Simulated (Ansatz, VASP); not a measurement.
**Bi3Te2S: VASP beside Ansatz**

```
Bi Te S
1.0
     5.90282    0.00000    0.00000
    -2.95141    5.11199    0.00000
     0.00000    0.00000    6.39827
Bi Te S
3 2 1
Direct
  0.67337 0.00000 0.51817
  0.00000 0.67337 0.51817
  0.32663 0.32663 0.51817
  0.33333 0.66667 0.94530
  0.66667 0.33333 0.94530
  0.00000 0.00000 0.21149
```

Alike in both runs: functional PBE; k mesh 3 × 3 × 4; occupations gaussian, width 0.1 eV; no spin polarisation.

Ansatz relaxed the structure, and its values are those at the end. VASP's run is a single point on that final structure, the one shown.

|  | VASP | Ansatz |
| --- | --- | --- |
| version | VASP 6.6.1 | Ansatz 0.2.0 |
| potentials or method | VASP PAW PBE potentials, release 64 (Bi_d, Te, S), cutoff 520 eV | scalar-relativistic, plane waves, PAW |
| valence electrons in the cell | 63 | 83 |

Ansatz gave:

* gap on the k mesh at the Fermi level (eV): none
* pressure (GPa): -0.1
* rms of the force components (eV/Å): 0.004

Q: Estimate VASP's values.

A: gap on the k mesh at the Fermi level (eV): none; pressure (GPa): -0.1; rms of the force components (eV/Å): 0.003.

A gap of «none» marks a metal or a gap that the smearing closes. With one functional, cell and mesh, what is left measures potentials, basis and numerics. VASP's potentials hold 63 valence electrons a cell and Ansatz's 83, so a difference there can come from the potentials and not from the codes.

The k mesh is coarse, so the values compare programs but aren't converged. Spin-orbit coupling is off throughout.
